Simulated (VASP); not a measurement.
# ZnSe (P-6m2) in VASP: a series of runs

Runs on ZnSe. Level: PBE. Tasks: single point, relaxation of cell and atoms.

All numbers are computed with VASP 6.6.1; they aren't measurements. Logs are shortened: lines on timing, memory, paths and dates and some standing lists are left out, and cuts for length are marked.

## Step 1: The cell of the first run

Symmetry: P-6m2, No. 187, hexagonal system. Conventional cell: a = 3.833 Å, b = 3.833 Å, c = 10.751 Å, α = 90.00°, β = 90.00°, γ = 120.00°. Within 3.1 Å of Zn (site symmetry 3m) lie 4 Se at 2.36 to 2.53 Å. Within 3.9 Å of Zn (site symmetry -6m2) lie 6 Se at 2.84 Å and 12 Zn at 3.74 to 3.83 Å. Se (site symmetry 3m) has 6 Zn at 2.53 to 2.84 Å within 3.3 Å. Within 3.1 Å of Se (site symmetry -6m2) lie 2 Zn at 2.36 Å.

The cell was built from a structure type or drawn by symmetry, and may not be a known phase.

## Step 2: Single point, PBE

INCAR

```
PREC     = Accurate       # precision mode
ENCUT    = 520            # plane-wave cutoff, eV
EDIFF    = 1E-6           # SCF threshold, eV
ISMEAR   = 0              # smearing method
SIGMA    = 0.1            # smearing width, eV
LREAL    = False          # projectors in reciprocal space
LASPH    = True           # aspherical terms in the spheres
NELM     = 100            # most SCF steps
ALGO     = Normal         # electronic algorithm
ISIF     = 2              # what is computed and relaxed
LWAVE    = False          # write WAVECAR
LCHARG   = True           # write CHGCAR
GGA      = PE             # functional
LELF     = True           # ELF
LVHAR    = True         
NBANDS   = 36             # bands
```

KPOINTS

```
regular mesh
0
Gamma
  6 6 2
```

POSCAR

```
ZnSe
1.0
    3.8329923258      0.0000000000      0.0000000000
   -1.9164961629      3.3194687267      0.0000000000
    0.0000000000      0.0000000000     10.7514556025
Zn Se
3 3
Direct
    0.6666666667      0.3333333333      0.2195672304
    0.6666666667      0.3333333333      0.7804327696
    0.3333333333      0.6666666667      0.5000000000
    0.0000000000      0.0000000000      0.3343702969
    0.0000000000      0.0000000000      0.6656297031
    0.6666666667      0.3333333333      0.0000000000
```

Potentials or basis: VASP PAW PBE potentials, release 64 (Zn, Se).

Run with:

```bash
$ cat potpaw_PBE.64/Zn/POTCAR potpaw_PBE.64/Se/POTCAR > POTCAR
$ mpirun -np 1 vasp_std > vasp.out
```

OUTCAR:

```text
PREC = Accurate
   ENCUT = 520
   EDIFF = 1E-6
   ISMEAR = 0
   LREAL = False
   LASPH = True
   NELM = 100
   ISIF = 2
   GGA = PE

 ion  position               nearest neighbor table
   1  0.667  0.333  0.220-   6 2.36   4 2.53   4 2.53   4 2.53
   2  0.667  0.333  0.780-   6 2.36   5 2.53   5 2.53   5 2.53
   3  0.333  0.667  0.500-   4 2.84   5 2.84   4 2.84   5 2.84   4 2.84   5 2.84
   4  0.000  0.000  0.334-   1 2.53   1 2.53   1 2.53   3 2.84   3 2.84   3 2.84
   5  0.000  0.000  0.666-   2 2.53   2 2.53   2 2.53   3 2.84   3 2.84   3 2.84
   6  0.667  0.333  0.000-   1 2.36   2 2.36

  LATTYP: Found a hexagonal cell.
 ALAT       =     3.8329923258
 C/A-ratio  =     2.8049770750

  Lattice vectors:

 A1 = (   3.8329923258,   0.0000000000,   0.0000000000)
 A2 = (  -1.9164961629,   3.3194687267,   0.0000000000)
 A3 = (   0.0000000000,   0.0000000000,  10.7514556025)

Analysis of symmetry for initial positions (statically):
=====================================================================
 Subroutine PRICEL returns:
 Original cell was already a primitive cell.

 Routine SETGRP: Setting up the symmetry group for a
 hexagonal supercell.

 Subroutine GETGRP returns: Found 12 space group operations
 (whereof 12 operations were pure point group operations)
 out of a pool of 24 trial point group operations.

The static configuration has the point symmetry D_3h.

Analysis of symmetry for dynamics (positions and initial velocities):
=====================================================================
 Subroutine PRICEL returns:
 Original cell was already a primitive cell.

 Routine SETGRP: Setting up the symmetry group for a
 hexagonal supercell.

 Subroutine GETGRP returns: Found 12 space group operations
 (whereof 12 operations were pure point group operations)
 out of a pool of 24 trial point group operations.

The dynamic configuration has the point symmetry D_3h.

 Subroutine INISYM returns: Found 12 space group operations
 (whereof 12 operations are pure point group operations),
 and found     1 'primitive' translations

----------------------------------------------------------------------------------------

                                     Primitive cell

  volume of cell :     136.7961

  direct lattice vectors                    reciprocal lattice vectors
     3.832992326  0.000000000  0.000000000     0.260892774  0.150626513  0.000000000
    -1.916496163  3.319468727  0.000000000     0.000000000  0.301253026  0.000000000
     0.000000000  0.000000000 10.751455603     0.000000000  0.000000000  0.093010662

  length of vectors
     3.832992326  3.832992326 10.751455603     0.301253026  0.301253026  0.093010662

  position of ions in fractional coordinates (direct lattice)
     0.666666667  0.333333333  0.219567230
     0.666666667  0.333333333  0.780432770
     0.333333333  0.666666667  0.500000000
     0.000000000  0.000000000  0.334370297
     0.000000000  0.000000000  0.665629703
     0.666666667  0.333333333  0.000000000

  ion indices of the primitive-cell ions
   primitive index   ion index
                 1           1
                 2           2
                 3           3
                 4           4
                 5           5
                 6           6

----------------------------------------------------------------------------------------

 KPOINTS: regular mesh

Automatic generation of k-mesh.
 Grid dimensions read from file:
 generate k-points for:    6    6    2

 Generating k-lattice:

  Cartesian coordinates                     Fractional coordinates (reciprocal lattice)
     0.043482129  0.025104419  0.000000000     0.166666667 -0.000000000  0.000000000
     0.000000000  0.050208838  0.000000000     0.000000000  0.166666667  0.000000000
     0.000000000  0.000000000  0.046505331     0.000000000  0.000000000  0.500000000

  Length of vectors
     0.050208838  0.050208838  0.046505331

  Shift w.r.t. Gamma in fractional coordinates (k-lattice)
     0.000000000  0.000000000  0.000000000

[... 52 lines left out ...]

 k-point     2 :       0.1667    0.0000    0.0000
  band No.  band energies     occupation
      1     -11.6863      2.00000
      2     -11.3148      2.00000
      3     -10.1828      2.00000
      4      -5.1340      2.00000
      5      -5.0684      2.00000
      6      -5.0161      2.00000
[... 28 lines left out ...]
     35       8.5733      0.00000
     36       8.9093      0.00000

 k-point     3 :       0.3333   -0.0000    0.0000
  band No.  band energies     occupation
      1     -11.2592      2.00000
      2     -10.9491      2.00000
      3      -9.9597      2.00000
      4      -5.1467      2.00000
      5      -5.1058      2.00000
      6      -5.0191      2.00000
[... 28 lines left out ...]
     35       8.8591      0.00000
     36       9.3670      0.00000

 k-point     4 :       0.5000    0.0000    0.0000
  band No.  band energies     occupation
      1     -11.0052      2.00000
      2     -10.7399      2.00000
      3      -9.8438      2.00000
      4      -5.1573      2.00000
      5      -5.1379      2.00000
      6      -5.0366      2.00000
[... 28 lines left out ...]
     35       8.7905      0.00000
     36       8.9667      0.00000

 k-point     5 :       0.1667    0.1667    0.0000
  band No.  band energies     occupation
      1     -11.3761      2.00000
      2     -11.0474      2.00000
      3     -10.0170      2.00000
      4      -5.1444      2.00000
      5      -5.0682      2.00000
      6      -5.0028      2.00000
[... 265 lines left out ...]
 k-point    12 :       0.1667    0.1667    0.5000
  band No.  band energies     occupation
      1     -11.3617      2.00000
      2     -11.0707      2.00000
      3     -10.0053      2.00000
      4      -5.1740      2.00000
      5      -5.0322      2.00000
      6      -5.0230      2.00000
[... 28 lines left out ...]
     35       9.1075      0.00000
     36       9.1093      0.00000

 k-point    13 :       0.3333    0.1667    0.5000
  band No.  band energies     occupation
      1     -11.0087      2.00000
      2     -10.7522      2.00000
      3      -9.8408      2.00000
      4      -5.1713      2.00000
      5      -5.0618      2.00000
      6      -5.0559      2.00000
[... 28 lines left out ...]
     35       8.5192      0.00000
     36       9.7970      0.00000

 k-point    14 :       0.3333    0.3333    0.5000
  band No.  band energies     occupation
      1     -10.8842      2.00000
      2     -10.6392      2.00000
      3      -9.7856      2.00000
      4      -5.1263      2.00000
      5      -5.1101      2.00000
      6      -5.0554      2.00000
[... 28 lines left out ...]
     35       9.3114      0.00000
     36       9.8260      0.00000

------------------------ aborting loop because EDIFF is reached ----------------------------------------

  FORCE on cell =-STRESS in cart. coord.  units (eV):
  Direction    XX          YY          ZZ          XY          YZ          ZX
  --------------------------------------------------------------------------------------
  -------------------------------------------------------------------------------------
  Total        0.1458810      0.1458810      0.3654875      0.0000000     -0.0000000      0.0000000
  in kB        1.7085810      1.7085810      4.2806458      0.0000000     -0.0000000      0.0000000
  external PRESSURE =       2.5659359 kB  Pullay stress =       0.0000000 kB

 VOLUME and BASIS-vectors are now :
 -----------------------------------------------------------------------------
  energy-cutoff  :      520.00
  volume of cell :      136.80
      direct lattice vectors                 reciprocal lattice vectors
     3.832992326  0.000000000  0.000000000     0.260892774  0.150626513  0.000000000
    -1.916496163  3.319468727  0.000000000     0.000000000  0.301253026  0.000000000
     0.000000000  0.000000000 10.751455603     0.000000000  0.000000000  0.093010662

 POSITION                                       TOTAL-FORCE (eV/Angst)
 -----------------------------------------------------------------------------------
      1.91650      1.10649      2.36067         0.000000     -0.000000      0.011523
      1.91650      1.10649      8.39079        -0.000000      0.000000     -0.011523
     -0.00000      2.21298      5.37573        -0.000000     -0.000000      0.000000
      0.00000      0.00000      3.59497         0.000000     -0.000000      0.009421
      0.00000      0.00000      7.15649         0.000000     -0.000000     -0.009421
      1.91650      1.10649      0.00000         0.000000     -0.000000      0.000000
 -----------------------------------------------------------------------------------
    total drift:                               -0.000000      0.000000      0.000000

  FREE ENERGIE OF THE ION-ELECTRON SYSTEM (eV)
  ---------------------------------------------------
  free  energy   TOTEN  =       -15.0531436068 eV

  energy  without entropy=      -15.0304107439  energy(sigma->0) =      -15.04177718
```

Run time: 2.7 min. Hardware: 1 thread of Intel Xeon 8259CL, shared host; peak memory 0.28 GiB.

What came out:

```yaml
Free_energy: -15.0531 eV
Pressure: 0.3 GPa
Largest_force: 0.012 eV/Å
Band_gap_on_the_k_mesh: zero (bands 27 and 28 overlap by 0.63 eV)
```

Forces on the atoms (eV/Å):
```
Zn   0.000  0.000  0.012
Zn   0.000  0.000 -0.012
Zn   0.000  0.000  0.000
Se   0.000  0.000  0.009
Se   0.000  0.000 -0.009
Se   0.000  0.000  0.000
```

Stress tensor (GPa, compression positive):
```
0.17 0.00 0.00
0.00 0.17 0.00
0.00 0.00 0.43
```

Levels at points of the mesh, in eV from the Fermi level:
```
           k point  band 23  band 24  band 25  band 26  band 27  band 28  band 29  band 30  band 31  band 32
(0.00, 0.00, 0.00)    -1.27    -0.96    -0.96    -0.72     0.44     0.44     2.18     3.56     4.64     4.96
(0.50, 0.00, 0.00)    -2.57    -2.23    -1.96    -1.89    -1.39    -0.17     2.26     2.30     3.68     3.74
(0.00, 0.00, 0.50)    -1.24    -1.01    -1.01     0.46     0.46     0.52     1.50     4.39     4.67     4.74
(0.50, 0.00, 0.50)    -2.91    -2.52    -2.04    -1.44    -0.43    -0.10     1.20     1.81     3.71     4.62
```

Caveat: semilocal functionals underestimate gaps, so a narrow gap can read as zero.

## Step 3: Single point, PBE

This run uses another cell than the first one, of 26.01 Å³/atom.

INCAR

```
SYSTEM = ZnSe
  ALGO = Normal
  EDIFF = 1E-7
  ENCUT = 520
  GGA = PE
  ISIF = 2
  ISMEAR = 0
  LASPH = .TRUE.
  LCHARG = .TRUE.
  LELF = .TRUE.
  LREAL = .FALSE.
  LVHAR = .TRUE.
  LWAVE = .FALSE.
  NBANDS = 36
  NELM = 100
  PREC = Accurate
  SIGMA = 0.1
```

KPOINTS

```
k-points
0
G
  6 6 2
  0 0 0
```

POSCAR

```
ZnSe
1.0
    4.5230354400      0.0000000000      0.0000000000
   -2.2615177200      3.9170635900      0.0000000000
    0.0000000000      0.0000000000      8.8087702500
Zn Se
3 3
Direct
    0.6666666700      0.3333333300      0.2307023200
    0.6666666700      0.3333333300      0.7692976800
    0.3333333300      0.6666666700      0.5000000000
    0.0000000000      0.0000000000      0.1708042400
    0.0000000000      0.0000000000      0.8291957600
    0.6666666700      0.3333333300      0.0000000000
```

Potentials or basis: VASP PAW PBE potentials, release 64 (Zn, Se).

Run with:

```bash
$ cat potpaw_PBE.64/Zn/POTCAR potpaw_PBE.64/Se/POTCAR > POTCAR
$ mpirun -np 1 vasp_std > vasp.out
```

Wall time 3.3 min (1 thread of Intel Xeon 8259CL, shared host); peak memory 0.32 GiB.

The run converged. Its results:

| Quantity | Value |
| --- | --- |
| Free energy | -9.3213 eV |
| Pressure | 9.3 GPa |
| Largest force | 5.673 eV/Å |
| Band gap on the k mesh | zero (bands 27 and 28 overlap by 0.63 eV) |

Forces on the atoms (eV/Å):
```
Zn   0.000  0.000  5.673
Zn   0.000  0.000 -5.673
Zn   0.000  0.000  0.000
Se   0.000  0.000  2.002
Se   0.000  0.000 -2.002
Se   0.000  0.000  0.000
```

Stress tensor (GPa, compression positive):
```
 0.68  0.00  0.00
 0.00  0.68  0.00
 0.00  0.00 26.58
```

Levels at points of the mesh, in eV from the Fermi level:
| k point | band 25 | band 26 | band 27 | band 28 | band 29 | band 30 |
| --- | --- | --- | --- | --- | --- | --- |
| (0.00, 0.00, 0.00) | -1.81 | -1.81 | -0.62 | -0.62 | 1.59 | 2.53 |
| (0.50, 0.00, 0.00) | -1.17 | -1.08 | -0.61 | 0.26 | 1.27 | 1.74 |
| (0.00, 0.00, 0.50) | -1.82 | -0.61 | -0.61 | 0.30 | 0.56 | 3.55 |
| (0.50, 0.00, 0.50) | -1.52 | -1.41 | -0.01 | 0.32 | 0.98 | 2.04 |

Caveat: the cell stands under pressure; semilocal functionals underestimate gaps, so a narrow gap can read as zero; forces of over 1 eV/Å act on the atoms, so gaps and moduli don't describe the material at rest.

## Step 4: Single point, PBE

INCAR

```
SYSTEM = ZnSe
PREC = Accurate
ENCUT = 520
EDIFF = 1E-7
ISMEAR = 0
SIGMA = 0.1
LREAL = .False.
LASPH = .True.
NELM = 80
ALGO = Normal
ISIF = 2
LWAVE = .False.
LCHARG = .False.
GGA = PE
NBANDS = 36
```

KPOINTS

```
Automatic mesh
0
Gamma
  12 12 4
  0 0 0
```

POSCAR

```
ZnSe
1.0
    3.8249224653      0.0000000000      0.0000000000
   -1.9124612327      3.3124800225      0.0000000000
    0.0000000000      0.0000000000     10.7791136705
Zn Se
3 3
Direct
    0.6666666667      0.3333333333      0.2188795142
    0.6666666667      0.3333333333      0.7811204858
    0.3333333333      0.6666666667      0.5000000000
    0.0000000000      0.0000000000      0.3331755458
    0.0000000000      0.0000000000      0.6668244542
    0.6666666667      0.3333333333      0.0000000000
```

Run with:

```bash
$ cat potpaw_PBE.64/Zn/POTCAR potpaw_PBE.64/Se/POTCAR > POTCAR
$ mpirun -np 1 vasp_std > vasp.out
```

It took 11 min on 1 thread of Intel Xeon 8259CL, shared host; peak memory 0.38 GiB.

Results (log left out):

```yaml
Free_energy: -15.0889 eV
Pressure: 0.2 GPa
Largest_force: 0.012 eV/Å
Band_gap_on_the_k_mesh: zero (bands 27 and 28 overlap by 0.76 eV)
```

Forces on the atoms (eV/Å):
```
Zn   0.000  0.000  0.009
Zn   0.000  0.000 -0.009
Zn   0.000  0.000  0.000
Se   0.000  0.000  0.012
Se   0.000  0.000 -0.012
Se   0.000  0.000  0.000
```

Stress tensor (GPa, compression positive):
```
0.13 0.00 0.00
0.00 0.13 0.00
0.00 0.00 0.25
```

Levels at points of the mesh, in eV from the Fermi level:
```csv
k point,band 25,band 26,band 27,band 28,band 29,band 30
"(0.00, 0.00, 0.00)",-0.97,-0.74,0.42,0.42,2.19,3.58
"(0.50, 0.00, 0.00)",-1.98,-1.95,-1.41,-0.19,2.24,2.29
"(0.00, 0.00, 0.50)",-1.02,0.44,0.44,0.52,1.49,4.37
"(0.50, 0.00, 0.50)",-2.07,-1.50,-0.46,-0.13,1.18,1.78
```

Caveat: semilocal functionals underestimate gaps, so a narrow gap can read as zero.

## Step 5: Relaxation of cell and atoms, PBE

INCAR

```
SYSTEM = ZnSe
ALGO = Normal
EDIFF = 1E-6
EDIFFG = -0.01
ENCUT = 600
GGA = PE
IBRION = 2
ISIF = 3
ISMEAR = 0
LASPH = .TRUE.
LCHARG = .FALSE.
LREAL = .FALSE.
LWAVE = .FALSE.
NELM = 80
NSW = 100
PREC = Accurate
SIGMA = 0.1
```

KPOINTS

```
k-points
0
G
  12 12 4
  0 0 0
```

POSCAR

```
ZnSe
1.0
    3.8329923258      0.0000000000      0.0000000000
   -1.9164961629      3.3194687267      0.0000000000
    0.0000000000      0.0000000000     10.7514556025
Zn Se
3 3
Direct
    0.6666666667      0.3333333333      0.2195672304
    0.6666666667      0.3333333333      0.7804327696
    0.3333333333      0.6666666667      0.5000000000
    0.0000000000      0.0000000000      0.3343702969
    0.0000000000      0.0000000000      0.6656297031
    0.6666666667      0.3333333333      0.0000000000
```

Run with:

```bash
$ cat potpaw_PBE.64/Zn/POTCAR potpaw_PBE.64/Se/POTCAR > POTCAR
$ mpirun -np 1 vasp_std > vasp.out
```

It took 12 min on 1 thread of Intel Xeon 6975P-C (Granite Rapids), shared host; peak memory 0.47 GiB.

The run converged. Its results:

| Quantity | Value |
| --- | --- |
| Free energy | -15.0886 eV |
| Relaxed volume | 22.79 Å³/atom |
| Relaxed cell | a = 3.826 Å, b = 3.826 Å, c = 10.791 Å, α = 90.00°, β = 90.00°, γ = 120.00° |
| Space group after relaxing (to 0.1 Å) | P-6m2 (No. 187) |
| Energy gained by relaxing | 0.2 meV/atom |
| Ionic steps | 8 |
| Pressure after relaxing | 0.1 GPa |
| Largest force after relaxing | 0.006 eV/Å |
| Band gap on the k mesh | zero (bands 27 and 28 overlap by 0.76 eV) |

Forces on the atoms (eV/Å):
```
Zn   0.000  0.000 -0.005
Zn   0.000  0.000  0.005
Zn   0.000  0.000  0.000
Se   0.000  0.000 -0.006
Se   0.000  0.000  0.006
Se   0.000  0.000  0.000
```

Step by step:
```tsv
step	energy change (eV)	largest force (eV/Å)	pressure (GPa)	volume (Å³)
1	0.0000	0.0465	0.09	136.80
2	-0.0007	0.0356	-0.04	137.06
3	-0.0008	0.0329	-0.11	137.13
4	-0.0010	0.0281	0.05	136.91
5	-0.0010	0.0272	-0.01	136.88
6	-0.0011	0.0272	0.00	136.83
7	-0.0011	0.0259	0.04	136.72
8	-0.0012	0.0056	0.06	136.77
```

Final structure:
```xyz
6
Lattice="3.8256 0.0000 0.0000 -1.9128 3.3131 0.0000 0.0000 0.0000 10.7909" Properties=species:S:1:pos:R:3 pbc="T T T"
Zn    1.9128    1.1044    2.3637
Zn    1.9128    1.1044    8.4271
Zn    0.0000    2.2087    5.3954
Se   -1.9128    3.3131    3.5991
Se    0.0000    0.0000    7.1917
Se    1.9128    1.1044    0.0000
```

Levels at points of the mesh, in eV from the Fermi level:
```
           k point  band 24  band 25  band 26  band 27  band 28  band 29  band 30  band 31
(0.00, 0.00, 0.00)    -0.97    -0.97    -0.75     0.42     0.42     2.19     3.56     4.59
(0.50, 0.00, 0.00)    -2.28    -1.97    -1.95    -1.41    -0.19     2.24     2.29     3.63
(0.00, 0.00, 0.50)    -1.02    -1.02     0.44     0.44     0.52     1.48     4.35     4.62
(0.50, 0.00, 0.50)    -2.51    -2.06    -1.51    -0.46    -0.13     1.17     1.78     3.69
```

Caveat: semilocal functionals underestimate gaps, so a narrow gap can read as zero.

## Step 6: Summary

```tsv
task	cell	k mesh	cutoff (eV)	gap on the mesh (eV)	pressure (GPa)	largest force (eV/Å)
single point	a = 3.833, b = 3.833, c = 10.751 Å, angles 90.0, 90.0, 120.0°, 6 atoms, atomic positions A	6 × 6 × 2	520	none	0.3	0.01
single point	a = 4.523, b = 4.523, c = 8.809 Å, angles 90.0, 90.0, 120.0°, 6 atoms, atomic positions B	6 × 6 × 2	520	none	9.3	5.67
single point	a = 3.825, b = 3.825, c = 10.779 Å, angles 90.0, 90.0, 120.0°, 6 atoms, atomic positions C	12 × 12 × 4	520	none	0.2	0.01
relaxation of cell and atoms	relaxed from a = 3.833, b = 3.833, c = 10.751 Å, angles 90.0, 90.0, 120.0°, 6 atoms, atomic positions A	12 × 12 × 4	600	none	0.1	0.01
```

Alike in all rows: level PBE; potentials or basis VASP PAW PBE potentials, release 64 (Zn, Se); no spin polarisation; smearing gaussian 0.1 eV.

Caveats: semilocal functionals underestimate gaps, so a narrow gap can read as zero; the cell stands under pressure (at least some runs); forces of over 1 eV/Å act on the atoms, so gaps and moduli don't describe the material at rest (at least some runs).

Total energies depend on the potentials used, so only differences within one code and one set of settings carry meaning.
